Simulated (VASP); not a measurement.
# Ta4O (P4/mmm) in VASP: further runs

The runs below take Ta4O through single point, with PBEsol+U, PBEsol, PBE, r2SCAN.

Everything below comes from runs of VASP 6.6.1. Logs are shortened: lines on timing, memory, paths and dates and some standing lists are left out, and cuts for length are marked.

## Step 1: The cell of the first run

It takes space group P4/mmm (No. 123, tetragonal). The conventional cell has a = 3.257 Å, b = 3.257 Å, c = 7.409 Å, α = 90.00°, β = 90.00°, γ = 90.00°. Within 3.7 Å of Ta (site symmetry 4/mmm) lie 12 Ta at 2.81 to 3.26 Å. Ta (site symmetry 4mm) has 1 O at 2.10 Å within 2.8 Å. Within 3.0 Å of Ta (site symmetry 4/mmm) lie 4 O at 2.30 Å. Within 2.8 Å of O (site symmetry 4/mmm) lie 6 Ta at 2.10 to 2.30 Å.

## Step 2: Single point, PBEsol+U

Input file INCAR:

```
SYSTEM = Ta4O
PREC = Accurate
ENCUT = 520
EDIFF = 1E-6
ISMEAR = -1
SIGMA = 0.05
LREAL = .False.
LASPH = .True.
NELM = 150
ALGO = Normal
ISIF = 2
LWAVE = .False.
LCHARG = .False.
LMAXMIX = 4
LDAU = .True.
LDAUTYPE = 2
LDAUL = 2 -1
LDAUU = 4 0
LDAUJ = 0 0
LDAUPRINT = 1
GGA = PS
NBANDS = 33
```

Input file KPOINTS:

```
Automatic mesh
0
Gamma
  8 8 4
  0 0 0
```

Input file POSCAR:

```
Ta4O
1.0
    3.2574970000      0.0000000000      0.0000000000
    0.0000000000      3.2574970000      0.0000000000
    0.0000000000      0.0000000000      7.4093410000
Ta O
4 1
Direct
    0.0000000000      0.0000000000      0.0000000000
    0.5000000000      0.5000000000      0.2168420000
    0.5000000000      0.5000000000      0.7831580000
    0.0000000000      0.0000000000      0.5000000000
    0.5000000000      0.5000000000      0.5000000000
```

Potentials or basis: VASP PAW PBE potentials, release 64 (Ta_pv, O).

Started as:

```console
> cat potpaw_PBE.64/Ta_pv/POTCAR potpaw_PBE.64/O/POTCAR > POTCAR
> mpirun -np 1 vasp_std > vasp.out
```

OUTCAR:

```text
SYSTEM = Ta4O
   PREC = Accurate
   ENCUT = 520
   EDIFF = 1E-6
   ISMEAR = -1
   LREAL = .False.
   LASPH = .True.
   NELM = 150
   ISIF = 2
   GGA = PS

 ion  position               nearest neighbor table
   1  0.000  0.000  0.000-   2 2.81   3 2.81   2 2.81   3 2.81   2 2.81   3 2.81   2 2.81   3 2.81

   2  0.500  0.500  0.217-   5 2.10   1 2.81   1 2.81   1 2.81   1 2.81   4 3.12   4 3.12   4 3.12
                             4 3.12   3 3.21
   3  0.500  0.500  0.783-   5 2.10   1 2.81   1 2.81   1 2.81   1 2.81   4 3.12   4 3.12   4 3.12
                             4 3.12   2 3.21
   4  0.000  0.000  0.500-   5 2.30   5 2.30   5 2.30   5 2.30   3 3.12   3 3.12   2 3.12   3 3.12
                             2 3.12   2 3.12   3 3.12   2 3.12
   5  0.500  0.500  0.500-   2 2.10   3 2.10   4 2.30   4 2.30   4 2.30   4 2.30

  LATTYP: Found a simple tetragonal cell.
 ALAT       =     3.2574970000
 C/A-ratio  =     2.2745503680

  Lattice vectors:

 A1 = (   3.2574970000,   0.0000000000,   0.0000000000)
 A2 = (   0.0000000000,   3.2574970000,   0.0000000000)
 A3 = (   0.0000000000,   0.0000000000,   7.4093410000)

Analysis of symmetry for initial positions (statically):
=====================================================================
 Subroutine PRICEL returns:
 Original cell was already a primitive cell.

 Routine SETGRP: Setting up the symmetry group for a
 simple tetragonal supercell.

 Subroutine GETGRP returns: Found 16 space group operations
 (whereof 16 operations were pure point group operations)
 out of a pool of 16 trial point group operations.

The static configuration has the point symmetry D_4h.

Analysis of symmetry for dynamics (positions and initial velocities):
=====================================================================
 Subroutine PRICEL returns:
 Original cell was already a primitive cell.

 Routine SETGRP: Setting up the symmetry group for a
 simple tetragonal supercell.

 Subroutine GETGRP returns: Found 16 space group operations
 (whereof 16 operations were pure point group operations)
 out of a pool of 16 trial point group operations.

The dynamic configuration has the point symmetry D_4h.

 Subroutine INISYM returns: Found 16 space group operations
 (whereof 16 operations are pure point group operations),
 and found     1 'primitive' translations

----------------------------------------------------------------------------------------

                                     Primitive cell

  volume of cell :      78.6226

  direct lattice vectors                    reciprocal lattice vectors
     3.257497000  0.000000000  0.000000000     0.306984166  0.000000000  0.000000000
     0.000000000  3.257497000  0.000000000     0.000000000  0.306984166  0.000000000
     0.000000000  0.000000000  7.409341000     0.000000000  0.000000000  0.134964769

  length of vectors
     3.257497000  3.257497000  7.409341000     0.306984166  0.306984166  0.134964769

  position of ions in fractional coordinates (direct lattice)
     0.000000000  0.000000000  0.000000000
     0.500000000  0.500000000  0.216842000
     0.500000000  0.500000000  0.783158000
     0.000000000  0.000000000  0.500000000
     0.500000000  0.500000000  0.500000000

  ion indices of the primitive-cell ions
   primitive index   ion index
                 1           1
                 2           2
                 3           3
                 4           4
                 5           5

----------------------------------------------------------------------------------------

 KPOINTS: Automatic mesh

Automatic generation of k-mesh.
 Grid dimensions read from file:
 generate k-points for:    8    8    4

 Generating k-lattice:

  Cartesian coordinates                     Fractional coordinates (reciprocal lattice)
     0.038373021  0.000000000  0.000000000     0.125000000  0.000000000  0.000000000
     0.000000000  0.038373021  0.000000000     0.000000000  0.125000000  0.000000000
     0.000000000  0.000000000  0.033741192     0.000000000  0.000000000  0.250000000

  Length of vectors
     0.038373021  0.038373021  0.033741192

  Shift w.r.t. Gamma in fractional coordinates (k-lattice)
     0.000000000  0.000000000  0.000000000

 Subroutine IBZKPT returns following result:
 ===========================================

 Found     45 irreducible k-points:

 Following reciprocal coordinates:
            Coordinates               Weight
  0.000000  0.000000  0.000000      1.000000
  0.125000  0.000000  0.000000      4.000000
  0.250000  0.000000  0.000000      4.000000
  0.375000  0.000000  0.000000      4.000000
  0.500000  0.000000  0.000000      2.000000
  0.125000  0.125000  0.000000      4.000000
[... 16 lines left out ...]
  0.375000  0.125000  0.250000     16.000000
  0.500000  0.125000  0.250000      8.000000
 [... further k-points ...]
   k-points           NKPTS =     45   k-points in BZ     NKDIM =     45   number of bands    NBANDS=     33
   number of dos      NEDOS =    301   number of ions     NIONS =      5
   total plane-waves  NPLWV =  32256
   dimension x,y,z NGX =    24 NGY =   24 NGZ =   56
   dimension x,y,z NGXF=    48 NGYF=   48 NGZF=  112
   ions per type =               4   1
   NGX,Y,Z   is equivalent  to a cutoff of  12.25, 12.25, 12.56 a.u.
   NGXF,Y,Z  is equivalent  to a cutoff of  24.50, 24.50, 25.13 a.u.
 SYSTEM =  Ta4O
   PREC   = accura    normal or accurate (medium, high low for compatibility)
   ISTART =      0    job   : 0-new  1-cont  2-samecut
   ICHARG =      2    charge: 1-file 2-atom 10-const
   ISPIN  =      1    spin polarized calculation?
   LNONCOLLINEAR =      F non collinear calculations
   LSORBIT =      F    spin-orbit coupling
   LASPH  =      T    aspherical Exc in radial PAW
   ENCUT  =  520.0 eV  38.22 Ry    6.18 a.u.   6.06  6.06 13.78*2*pi/ulx,y,z
   NELM   =    150;   NELMIN=  2; NELMDL= -5     # of ELM steps
   EDIFF  = 0.1E-05   stopping-criterion for ELM
   LREAL  =      F    real-space projection
   EDIFFG = 0.1E-04   stopping-criterion for IOM
   NSW    =      0    number of steps for IOM
   IBRION =     -1    ionic relax: 0-MD 1-quasi-New 2-CG
   NFREE  =      0    steps in history (QN), initial steepest desc. (CG)
   ISIF   =      2    stress and relaxation
   ISYM   =      2    0-nonsym 1-usesym 2-fastsym
   POTIM  = 0.5000    time-step for ionic-motion
   TEBEG  =    0.0;   TEEND  =   0.0 temperature during run
   PSTRESS=    0.0 pullay stress
   NELECT =      50.0000    total number of electrons
   NUPDOWN=      -1.0000    fix difference up-down
   EMIN   =  10.00;   EMAX   =-10.00  energy-range for DOS
   EFERMI =   0.00;   METHOD = LEGACY
   ISMEAR =    -1;   SIGMA  =   0.05  broadening in eV -4-tet -1-fermi 0-gaus
   EFERMI_NEDOS =   21; number of points for ismear=-14 and -15
   IALGO  =     38    algorithm
   IMIX   =      4    mixing-type and parameters
     AMIX     =   0.40;   BMIX     =  1.00
     AMIX_MAG =   1.60;   BMIX_MAG =  1.00
  volume/ion in A,a.u.               =      15.72       106.11
  Fermi-wavevector in a.u.,A,eV,Ry     =   1.407826  2.660405 26.966391  1.981974
  Thomas-Fermi vector in A             =   2.530046
   LORBIT       =      0    0 simple, 1 ext, 2 COOP (PROOUT), +10 PAW based schemes
 LDA+U is selected, type is set to LDAUTYPE =  2
   angular momentum for each species LDAUL =     2   -1
   U (eV)           for each species LDAUU =   4.0  0.0
   J (eV)           for each species LDAUJ =   0.0  0.0
   GGA     = PS    functional components
   LHFCALC =     F    Hartree Fock is set to
   AEXX    =    0.0000 exact exchange contribution
   IVDW    =     0    specifies the selected vdW correction
   LEPSILON=     F    determine dielectric tensor
   LRPA    =     F    only Hartree local field effects (RPA)
 non-spin polarized calculation
  energy-cutoff  :      520.00
  volume of cell :       78.62
 maximum number of plane-waves:      2144
   NGX = 13   NGY = 13   NGZ = 27

atom =   1  type =  1  l = 2

 onsite density matrix

spin component  1
[... 116 lines left out ...]
  o =  0.1001  v =  1.0000  0.0000  0.0000  0.0000  0.0000  0.0000  0.0000  0.0000  0.0000  0.0000      0.0000  0.0000  0.0000  0.0000  0.0000  0.0000  0.0000  0.0000  0.0000  0.0000
  o =  0.1001  v =  0.0000  0.0000  0.0000  0.0000  0.0000  1.0000  0.0000  0.0000  0.0000  0.0000      0.0000  0.0000  0.0000  0.0000  0.0000  0.0000  0.0000  0.0000  0.0000  0.0000
  o =  0.1408  v =  0.0000 -0.0000 -1.0000 -0.0000  0.0000  0.0000  0.0000  0.0000  0.0000  0.0000      0.0000  0.0000  0.0000  0.0000  0.0000  0.0000  0.0000  0.0000  0.0000  0.0000
  o =  0.1408  v =  0.0000  0.0000  0.0000  0.0000  0.0000  0.0000 -0.0000 -1.0000 -0.0000  0.0000      0.0000  0.0000  0.0000  0.0000  0.0000  0.0000  0.0000  0.0000  0.0000  0.0000
  o =  0.2343  v =  0.0000 -0.0000  0.0000  0.0000  1.0000  0.0000  0.0000  0.0000  0.0000  0.0000      0.0000  0.0000  0.0000  0.0000  0.0000  0.0000  0.0000  0.0000  0.0000  0.0000
  o =  0.2343  v =  0.0000  0.0000  0.0000  0.0000  0.0000  0.0000 -0.0000  0.0000  0.0000  1.0000      0.0000  0.0000  0.0000  0.0000  0.0000  0.0000  0.0000  0.0000  0.0000  0.0000
  o =  0.3279  v =  0.0000  1.0000 -0.0000 -0.0095  0.0000  0.0000  0.0000  0.0000  0.0000  0.0000      0.0000  0.0000  0.0000  0.0000  0.0000  0.0000  0.0000  0.0000  0.0000  0.0000
  o =  0.3279  v =  0.0000  0.0000  0.0000  0.0000  0.0000  0.0000  1.0000 -0.0000 -0.0095  0.0000      0.0000  0.0000  0.0000  0.0000  0.0000  0.0000  0.0000  0.0000  0.0000  0.0000
  o =  0.3279  v =  0.0000  0.0000  0.0000  0.0000  0.0000  0.0000  0.0095 -0.0000  1.0000 -0.0000      0.0000  0.0000  0.0000  0.0000  0.0000  0.0000  0.0000  0.0000  0.0000  0.0000
  o =  0.3279  v =  0.0000  0.0095 -0.0000  1.0000 -0.0000  0.0000  0.0000  0.0000  0.0000  0.0000      0.0000  0.0000  0.0000  0.0000  0.0000  0.0000  0.0000  0.0000  0.0000  0.0000

 number of electron      50.0000004 magnetization

 Free energy of the ion-electron system (eV)
  ---------------------------------------------------
  ext. energy  EPLUGINS =         0.00000000
  ---------------------------------------------------
  free energy    TOTEN  =       -44.36458020 eV

  energy without entropy =      -44.34896036  energy(sigma->0) =      -44.35677028

 E-fermi :   6.7604     XC(G=0): -12.7550

 val. band max:        6.7599150188   @ k =   0.1250   0.0000   0.0000
 cond. band min:       6.7807632913   @ k =   0.5000   0.2500   0.0000
 fundamental gap:      0.0208482725
 Fermi energy:         6.7604403702

 k-point     1 :       0.0000    0.0000    0.0000
  band No.  band energies     occupation
      1     -29.5735      2.00000
      2     -29.5735      2.00000
      3     -29.1564      2.00000
      4     -28.6729      2.00000
      5     -28.5333      2.00000
      6     -28.3264      2.00000
[... 853 lines left out ...]
     32      10.4125      0.00000
     33      10.9505      0.00000

 [... further k-points ...]
[... 5 lines left out ...]
  --------------------------------------------------------------------------------------
  -------------------------------------------------------------------------------------
  Total        2.4779579      2.4779579      1.3732721      0.0000000      0.0000000      0.0000000
  in kB       50.4959874     50.4959874     27.9846277      0.0000000      0.0000000      0.0000000
  external PRESSURE =      42.9922008 kB  Pullay stress =       0.0000000 kB

 VOLUME and BASIS-vectors are now :
 -----------------------------------------------------------------------------
  energy-cutoff  :      520.00
  volume of cell :       78.62
      direct lattice vectors                 reciprocal lattice vectors
     3.257497000  0.000000000  0.000000000     0.306984166  0.000000000  0.000000000
     0.000000000  3.257497000  0.000000000     0.000000000  0.306984166  0.000000000
     0.000000000  0.000000000  7.409341000     0.000000000  0.000000000  0.134964769

 POSITION                                       TOTAL-FORCE (eV/Angst)
 -----------------------------------------------------------------------------------
      0.00000      0.00000      0.00000         0.000000     -0.000000      0.000000
      1.62875      1.62875      1.60666        -0.000000      0.000000      0.437248
      1.62875      1.62875      5.80268         0.000000     -0.000000     -0.437248
      0.00000      0.00000      3.70467         0.000000     -0.000000      0.000000
      1.62875      1.62875      3.70467         0.000000     -0.000000      0.000000
 -----------------------------------------------------------------------------------
    total drift:                                0.000000     -0.000000      0.000000

  FREE ENERGIE OF THE ION-ELECTRON SYSTEM (eV)
  ---------------------------------------------------
  free  energy   TOTEN  =       -44.3645802012 eV

  energy  without entropy=      -44.3489603573  energy(sigma->0) =      -44.35677028
```

Wall time 39 s (1 thread of Intel Xeon Platinum 8559C (Emerald Rapids), shared host); peak memory 0.23 GiB.

What came out:

- Free energy: -44.3646 eV
- Pressure: 4.3 GPa
- Largest force: 0.437 eV/Å
- Band gap on the k mesh: zero (band 25 reaches 7.22 eV, above the bottom of band 26 at 6.40 eV)

Forces on the atoms (eV/Å):
```
Ta   0.000  0.000  0.000
Ta   0.000  0.000  0.437
Ta   0.000  0.000 -0.437
Ta   0.000  0.000  0.000
O    0.000  0.000  0.000
```

Stress tensor (GPa, compression positive):
```
5.05 0.00 0.00
0.00 5.05 0.00
0.00 0.00 2.80
```

Eigenvalues of the final occupation matrices:
```csv
site,spin,trace,eigenvalues
site 1 d,1,1.19,0.14 0.17 0.29 0.29 0.30
site 1 d,2,1.19,0.14 0.17 0.29 0.29 0.30
site 2 d,1,1.12,0.19 0.20 0.24 0.24 0.25
site 2 d,2,1.12,0.19 0.20 0.24 0.24 0.25
site 3 d,1,1.12,0.19 0.20 0.24 0.24 0.25
site 3 d,2,1.12,0.19 0.20 0.24 0.24 0.25
site 4 d,1,1.13,0.10 0.14 0.23 0.33 0.33
site 4 d,2,1.13,0.10 0.14 0.23 0.33 0.33
```

Caveat: the PAW data sets were made with another functional, which shifts forces and pressure a little; spin-orbit coupling is left out, which moves the levels of the heavy elements; U without spin polarisation on a metal has little footing.

## Step 3: Single point, PBEsol

This run uses another cell than the first one, of 15.14 Å³/atom, 0.963 times its volume.

Input file INCAR:

```
SYSTEM = Ta4O
  ALGO = Normal
  EDIFF = 1E-7
  ENCUT = 520
  GGA = PS
  ISIF = 2
  ISMEAR = -1
  LASPH = .TRUE.
  LCHARG = .TRUE.
  LELF = .TRUE.
  LREAL = .FALSE.
  LVHAR = .TRUE.
  LWAVE = .FALSE.
  NBANDS = 33
  NELM = 100
  PREC = Accurate
  SIGMA = 0.05
```

Input file KPOINTS:

```
k-points
0
G
  8 8 4
  0 0 0
```

Input file POSCAR:

```
Ta4O
1.0
    3.2114528192      0.0000000000      0.0000000000
    0.0000000000      3.2114528192      0.0000000000
    0.0000000000      0.0000000000      7.3413282726
Ta O
4 1
Direct
    0.0000000000      0.0000000000      0.0000000000
    0.5000000000      0.5000000000      0.2167007420
    0.5000000000      0.5000000000      0.7832992580
    0.0000000000      0.0000000000      0.5000000000
    0.5000000000      0.5000000000      0.5000000000
```

Potentials or basis: VASP PAW PBE potentials, release 64 (Ta_pv, O).

Started as:

```console
> cat potpaw_PBE.64/Ta_pv/POTCAR potpaw_PBE.64/O/POTCAR > POTCAR
> mpirun -np 1 vasp_std > vasp.out
```

It took 1.7 min on 1 thread of Intel Xeon Platinum 8488C (Sapphire Rapids), shared host; peak memory 0.23 GiB.

It converged, with:

* Free energy: -58.5698 eV
* Pressure: 0.4 GPa
* Largest force: 0.036 eV/Å
* Band gap on the k mesh: zero (band 25 reaches 6.96 eV, above the bottom of band 26 at 6.11 eV)

Forces in eV/Å, atoms in the order of the input:
```
Ta   0.000  0.000  0.000
Ta   0.000  0.000 -0.036
Ta   0.000  0.000  0.036
Ta   0.000  0.000  0.000
O    0.000  0.000  0.000
```

Stress tensor (GPa, compression positive):
```
0.30 0.00 0.00
0.00 0.30 0.00
0.00 0.00 0.51
```

Levels at points of the mesh, in eV from the Fermi level:
| k point | band 22 | band 23 | band 24 | band 25 | band 26 | band 27 | band 28 | band 29 |
| --- | --- | --- | --- | --- | --- | --- | --- | --- |
| (0.00, 0.00, 0.00) | -1.68 | -0.53 | -0.53 | -0.14 | 0.48 | 1.07 | 1.07 | 1.26 |
| (0.50, 0.00, 0.00) | -1.17 | -0.98 | -0.68 | 0.18 | 0.92 | 0.95 | 1.45 | 1.75 |
| (0.50, 0.50, 0.00) | -1.54 | -1.54 | -0.64 | -0.64 | 1.75 | 2.43 | 2.92 | 2.92 |
| (0.00, 0.00, 0.50) | -0.68 | -0.59 | -0.59 | 0.22 | 0.69 | 0.69 | 0.74 | 1.13 |
| (0.50, 0.00, 0.50) | -1.24 | -1.07 | -0.58 | -0.46 | 1.03 | 1.38 | 1.54 | 1.86 |
| (0.50, 0.50, 0.50) | -1.79 | -1.79 | 0.15 | 0.15 | 1.75 | 1.99 | 1.99 | 2.99 |

Caveat: the PAW data sets were made with another functional, which shifts forces and pressure a little; spin-orbit coupling is left out, which moves the levels of the heavy elements.

[end of part 1 of 3]
